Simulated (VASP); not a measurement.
# Sn (P6_3/mmc) in VASP: further runs, part 3 of 3

VASP 6.6.1. The steps go on from the part before.

### 5 Single point, PBEsol

This run uses another cell than the first one, of 26.26 Å³/atom, 1.176 times its volume.

INCAR reads:

```
SYSTEM = Sn
PREC = Accurate
ENCUT = 520
EDIFF = 1E-6
ISMEAR = -1
SIGMA = 0.1
LREAL = .False.
LASPH = .True.
NELM = 80
ALGO = Normal
ISIF = 2
LWAVE = .False.
LCHARG = .False.
GGA = PS
NBANDS = 21
```

KPOINTS reads:

```
regular mesh
0
Gamma
  13 13 7
  0 0 0
```

POSCAR reads:

```
Sn
1.0
    3.3682307965      0.0000000000      0.0000000000
   -1.6841153983      2.9169734356      0.0000000000
    0.0000000000      0.0000000000      5.3447185802
Sn
2
Direct
    0.3333333333      0.6666666667      0.2500000000
    0.6666666667      0.3333333333      0.7500000000
```

Potentials or basis: VASP PAW PBE potentials, release 64 (Sn_d).

Started as:

```console
$ cat potpaw_PBE.64/Sn_d/POTCAR > POTCAR
$ mpirun -np 1 vasp_std > vasp.out
```

OUTCAR:

```text
SYSTEM = Sn
   PREC = Accurate
   ENCUT = 520
   EDIFF = 1E-6
   ISMEAR = -1
   LREAL = .False.
   LASPH = .True.
   NELM = 80
   ISIF = 2
   GGA = PS

 ion  position               nearest neighbor table
   1  0.333  0.667  0.250-   2 3.31   2 3.31   2 3.31   2 3.31   2 3.31   2 3.31
   2  0.667  0.333  0.750-   1 3.31   1 3.31   1 3.31   1 3.31   1 3.31   1 3.31

  LATTYP: Found a hexagonal cell.
 ALAT       =     3.3682307965
 C/A-ratio  =     1.5868029548

  Lattice vectors:

 A1 = (   3.3682307965,   0.0000000000,   0.0000000000)
 A2 = (  -1.6841153983,   2.9169734356,   0.0000000000)
 A3 = (   0.0000000000,   0.0000000000,   5.3447185802)

Analysis of symmetry for initial positions (statically):
=====================================================================
 Subroutine PRICEL returns:
 Original cell was already a primitive cell.

 Routine SETGRP: Setting up the symmetry group for a
 hexagonal supercell.

 Subroutine GETGRP returns: Found 24 space group operations
 (whereof 12 operations were pure point group operations)
 out of a pool of 24 trial point group operations.

The static configuration has the point symmetry D_3d.
 The point group associated with its full space group is D_6h.

Analysis of symmetry for dynamics (positions and initial velocities):
=====================================================================
 Subroutine PRICEL returns:
 Original cell was already a primitive cell.

 Routine SETGRP: Setting up the symmetry group for a
 hexagonal supercell.

 Subroutine GETGRP returns: Found 24 space group operations
 (whereof 12 operations were pure point group operations)
 out of a pool of 24 trial point group operations.

The dynamic configuration has the point symmetry D_3d.
 The point group associated with its full space group is D_6h.

 Subroutine INISYM returns: Found 24 space group operations
 (whereof 12 operations are pure point group operations),
 and found     1 'primitive' translations

----------------------------------------------------------------------------------------

                                     Primitive cell

  volume of cell :      52.5121

  direct lattice vectors                    reciprocal lattice vectors
     3.368230796  0.000000000  0.000000000     0.296891769  0.171410543  0.000000000
    -1.684115398  2.916973436  0.000000000     0.000000000  0.342821086  0.000000000
     0.000000000  0.000000000  5.344718580     0.000000000  0.000000000  0.187100590

  length of vectors
     3.368230796  3.368230797  5.344718580     0.342821086  0.342821086  0.187100590

  position of ions in fractional coordinates (direct lattice)
     0.333333333  0.666666667  0.250000000
     0.666666667  0.333333333  0.750000000

  ion indices of the primitive-cell ions
   primitive index   ion index
                 1           1
                 2           2

----------------------------------------------------------------------------------------

 KPOINTS: regular mesh

Automatic generation of k-mesh.
 Grid dimensions read from file:
 generate k-points for:   13   13    7

 Generating k-lattice:

  Cartesian coordinates                     Fractional coordinates (reciprocal lattice)
     0.022837828  0.013185426  0.000000000     0.076923077  0.000000000  0.000000000
     0.000000000  0.026370853  0.000000000     0.000000000  0.076923077  0.000000000
     0.000000000  0.000000000  0.026728656     0.000000000  0.000000000  0.142857143

  Length of vectors
     0.026370853  0.026370853  0.026728656

  Shift w.r.t. Gamma in fractional coordinates (k-lattice)
     0.000000000  0.000000000  0.000000000

 Subroutine IBZKPT returns following result:
 ===========================================

 Found     84 irreducible k-points:

 Following reciprocal coordinates:
            Coordinates               Weight
  0.000000  0.000000  0.000000      1.000000
  0.076923 -0.000000  0.000000      6.000000
  0.153846 -0.000000  0.000000      6.000000
  0.230769 -0.000000  0.000000      6.000000
  0.307692 -0.000000  0.000000      6.000000
  0.384615 -0.000000  0.000000      6.000000
[... 16 lines left out ...]
  0.076923 -0.000000  0.142857     12.000000
  0.153846 -0.000000  0.142857     12.000000
 [... further k-points ...]
   k-points           NKPTS =     84   k-points in BZ     NKDIM =     84   number of bands    NBANDS=     21
   number of dos      NEDOS =    301   number of ions     NIONS =      2
   total plane-waves  NPLWV =  31360
   dimension x,y,z NGX =    28 NGY =   28 NGZ =   40
   dimension x,y,z NGXF=    56 NGYF=   56 NGZF=   80
   ions per type =               2
   NGX,Y,Z   is equivalent  to a cutoff of  13.82, 13.82, 12.44 a.u.
   NGXF,Y,Z  is equivalent  to a cutoff of  27.64, 27.64, 24.88 a.u.
 SYSTEM =  Sn
   PREC   = accura    normal or accurate (medium, high low for compatibility)
   ISTART =      0    job   : 0-new  1-cont  2-samecut
   ICHARG =      2    charge: 1-file 2-atom 10-const
   ISPIN  =      1    spin polarized calculation?
   LNONCOLLINEAR =      F non collinear calculations
   LSORBIT =      F    spin-orbit coupling
   LASPH  =      T    aspherical Exc in radial PAW
   ENCUT  =  520.0 eV  38.22 Ry    6.18 a.u.   6.26  6.26  9.94*2*pi/ulx,y,z
   NELM   =     80;   NELMIN=  2; NELMDL= -5     # of ELM steps
   EDIFF  = 0.1E-05   stopping-criterion for ELM
   LREAL  =      F    real-space projection
   EDIFFG = 0.1E-04   stopping-criterion for IOM
   NSW    =      0    number of steps for IOM
   IBRION =     -1    ionic relax: 0-MD 1-quasi-New 2-CG
   NFREE  =      0    steps in history (QN), initial steepest desc. (CG)
   ISIF   =      2    stress and relaxation
   ISYM   =      2    0-nonsym 1-usesym 2-fastsym
   POTIM  = 0.5000    time-step for ionic-motion
   TEBEG  =    0.0;   TEEND  =   0.0 temperature during run
   PSTRESS=    0.0 pullay stress
   NELECT =      28.0000    total number of electrons
   NUPDOWN=      -1.0000    fix difference up-down
   EMIN   =  10.00;   EMAX   =-10.00  energy-range for DOS
   EFERMI =   0.00;   METHOD = LEGACY
   ISMEAR =    -1;   SIGMA  =   0.10  broadening in eV -4-tet -1-fermi 0-gaus
   EFERMI_NEDOS =   21; number of points for ismear=-14 and -15
   IALGO  =     38    algorithm
   IMIX   =      4    mixing-type and parameters
     AMIX     =   0.40;   BMIX     =  1.00
     AMIX_MAG =   1.60;   BMIX_MAG =  1.00
  volume/ion in A,a.u.               =      26.26       177.18
  Fermi-wavevector in a.u.,A,eV,Ry     =   1.327520  2.508649 23.977680  1.762310
  Thomas-Fermi vector in A             =   2.456826
   LORBIT       =      0    0 simple, 1 ext, 2 COOP (PROOUT), +10 PAW based schemes
   GGA     = PS    functional components
   LHFCALC =     F    Hartree Fock is set to
   AEXX    =    0.0000 exact exchange contribution
   IVDW    =     0    specifies the selected vdW correction
   LEPSILON=     F    determine dielectric tensor
   LRPA    =     F    only Hartree local field effects (RPA)
 non-spin polarized calculation
  energy-cutoff  :      520.00
  volume of cell :       52.51
 maximum number of plane-waves:      1428
 NGX is ok and might be reduce to    28
   NGX = 13   NGY = 13   NGZ = 19

 number of electron      28.0000012 magnetization

 Free energy of the ion-electron system (eV)
  ---------------------------------------------------
  ext. energy  EPLUGINS =         0.00000000
  ---------------------------------------------------
  free energy    TOTEN  =        -8.49094085 eV

  energy without entropy =       -8.45653405  energy(sigma->0) =       -8.47373745

 E-fermi :   8.3869     XC(G=0): -10.6675

 val. band max:        8.3363342167   @ k =   0.1538   0.1538   0.0000
 cond. band min:       8.4104534159   @ k =   0.3077   0.1538   0.2857
 fundamental gap:      0.0741191992
 Fermi energy:         8.3868771775

 k-point     1 :       0.0000    0.0000    0.0000
  band No.  band energies     occupation
      1     -13.0791      2.00000
      2     -13.0664      2.00000
      3     -13.0593      2.00000
      4     -13.0593      2.00000
      5     -13.0457      2.00000
      6     -13.0457      2.00000
[... 13 lines left out ...]
     20      18.0322      0.00000
     21      20.3798      0.00000
[... 529 lines left out ...]
 k-point    24 :       0.1538   -0.0000    0.1429
  band No.  band energies     occupation
      1     -13.0959      2.00000
      2     -13.0645      2.00000
      3     -13.0600      2.00000
      4     -13.0505      2.00000
      5     -13.0360      2.00000
      6     -13.0192      2.00000
[... 13 lines left out ...]
     20      18.6895      0.00000
     21      18.8469      0.00000

 [... further k-points ...]

------------------------ aborting loop because EDIFF is reached ----------------------------------------

  FORCE on cell =-STRESS in cart. coord.  units (eV):
  Direction    XX          YY          ZZ          XY          YZ          ZX
  --------------------------------------------------------------------------------------
  -------------------------------------------------------------------------------------
  Total       -0.0118681     -0.0118681     -0.0089638      0.0000000      0.0000000      0.0000000
  in kB       -0.3621045     -0.3621045     -0.2734908      0.0000000      0.0000000      0.0000000
  external PRESSURE =      -0.3325666 kB  Pullay stress =       0.0000000 kB

 VOLUME and BASIS-vectors are now :
 -----------------------------------------------------------------------------
  energy-cutoff  :      520.00
  volume of cell :       52.51
      direct lattice vectors                 reciprocal lattice vectors
     3.368230796  0.000000000  0.000000000     0.296891769  0.171410543  0.000000000
    -1.684115398  2.916973436  0.000000000     0.000000000  0.342821086  0.000000000
     0.000000000  0.000000000  5.344718580     0.000000000  0.000000000  0.187100590

 POSITION                                       TOTAL-FORCE (eV/Angst)
 -----------------------------------------------------------------------------------
     -0.00000      1.94465      1.33618        -0.000000      0.000000      0.000000
      1.68412      0.97232      4.00854         0.000000      0.000000      0.000000
 -----------------------------------------------------------------------------------
    total drift:                               -0.000000      0.000000     -0.000000

  FREE ENERGIE OF THE ION-ELECTRON SYSTEM (eV)
  ---------------------------------------------------
  free  energy   TOTEN  =        -8.4909408528 eV

  energy  without entropy=       -8.4565340515  energy(sigma->0) =       -8.47373745
```

OSZICAR:

```text
N       E                     dE             d eps       ncg     rms          rms(c)
DAV:   1     0.218730717442E+03    0.21873E+03   -0.14747E+04  3615   0.214E+03
DAV:   2     0.139215613708E+02   -0.20481E+03   -0.20033E+03  3568   0.452E+02
DAV:   3    -0.787525116075E+01   -0.21797E+02   -0.21595E+02  4033   0.132E+02
DAV:   4    -0.851240662939E+01   -0.63716E+00   -0.63674E+00  4041   0.251E+01
DAV:   5    -0.853532861750E+01   -0.22922E-01   -0.22921E-01  4796   0.467E+00    0.202E+00
DAV:   6    -0.850188058249E+01    0.33448E-01   -0.47207E-02  4852   0.300E+00    0.107E+00
DAV:   7    -0.849154628650E+01    0.10334E-01   -0.23422E-02  4850   0.205E+00    0.158E-01
DAV:   8    -0.849093629801E+01    0.60999E-03   -0.16029E-03  4609   0.570E-01    0.196E-02
DAV:   9    -0.849094058390E+01   -0.42859E-05   -0.40990E-05  4931   0.515E-02    0.121E-02
DAV:  10    -0.849094085278E+01   -0.26888E-06   -0.21242E-06  3376   0.139E-02
   1 F= -.84909409E+01 E0= -.84737375E+01  d E =-.344068E-01
```

stdout:

```text
POSCAR found type information on POSCAR Sn
 POSCAR found :  1 types and       2 ions
 scaLAPACK will be used
 -----------------------------------------------------------------------------
|                                                                             |
|                                                                             |
|     You enforced a specific xc type in the INCAR file but a different       |
|     I HOPE YOU KNOW WHAT YOU ARE DOING!                                     |
|                                                                             |
 -----------------------------------------------------------------------------

 LDA part: xc-table for (Slater+PW92), standard interpolation
 POSCAR, INCAR and KPOINTS ok, starting setup
 FFT: planning ... GRIDC
 FFT: planning ... GRID_SOFT
 FFT: planning ... GRID
 WAVECAR not read
 entering main loop
```

Wall time 41 s (1 thread of Intel Xeon Platinum 8375C at 2.90GHz (Ice Lake), shared host); peak memory 0.22 GiB.

What came out:

```yaml
Free_energy: -8.4909 eV
Pressure: 0.0 GPa
Band_gap_on_the_k_mesh: zero (band 14 reaches 14.04 eV, above the bottom of band 15 at 6.30 eV)
```

Caveat: the PAW data sets were made with another functional, which shifts forces and pressure a little; spin-orbit coupling is left out, which moves the levels of the heavy elements.

### 6 Single point, PBEsol

This run uses another cell than the first one, of 26.26 Å³/atom, 1.176 times its volume.

INCAR reads:

```
  ALGO = Normal
  EDIFF = 1E-6
  ENCUT = 520
  GGA = PS
  ISIF = 2
  ISMEAR = -1
  LASPH = True
  LCHARG = True
  LELF = True
  LREAL = False
  LVHAR = True
  LWAVE = False
  NBANDS = 21
  NELM = 100
  PREC = Accurate
  SIGMA = 0.1
```

KPOINTS reads:

```
k-points
0
Gamma
  13 13 7
```

POSCAR is that of step 5.

Potentials or basis: VASP PAW PBE potentials, release 64 (Sn_d).

Started as:

```console
$ cat potpaw_PBE.64/Sn_d/POTCAR > POTCAR
$ mpirun -np 1 vasp_std > vasp.out
```

It took 44 s on 1 thread of Intel Xeon Platinum 8375C at 2.90GHz (Ice Lake), shared host; peak memory 0.22 GiB.

Results (log left out):

| Quantity | Value |
| --- | --- |
| Free energy | -8.4909 eV |
| Pressure | 0.0 GPa |
| Band gap on the k mesh | zero (band 14 reaches 14.04 eV, above the bottom of band 15 at 6.30 eV) |

Levels at points of the mesh, in eV from the Fermi level:
```csv
k point,band 12,band 13,band 14,band 15,band 16,band 17
"(0.00, 0.00, 0.00)",-6.55,-4.73,5.56,5.56,7.47,7.47
```

Caveat: the PAW data sets were made with another functional, which shifts forces and pressure a little; spin-orbit coupling is left out, which moves the levels of the heavy elements.

### 7 The runs side by side

```csv
cell,gap on the mesh (eV),pressure (GPa)
"a = 3.179, b = 3.179, c = 5.100 Å, angles 90.0, 90.0, 120.0°, 2 atoms",none,13.2
"a = 3.308, b = 3.308, c = 5.264 Å, angles 90.0, 90.0, 120.0°, 2 atoms",none,3.2
"a = 3.368, b = 3.368, c = 5.345 Å, angles 90.0, 90.0, 120.0°, 2 atoms",none,0.0
```

Alike in all rows: task single point; level PBEsol; potentials or basis VASP PAW PBE potentials, release 64 (Sn_d); no spin polarisation; k mesh 13 × 13 × 7; cutoff (eV) 520; smearing fermi-dirac 0.1 eV.

Caveats: the PAW data sets were made with another functional, which shifts forces and pressure a little; spin-orbit coupling is left out, which moves the levels of the heavy elements.

Total energies depend on the potentials used, so only differences within one code and one set of settings carry meaning.
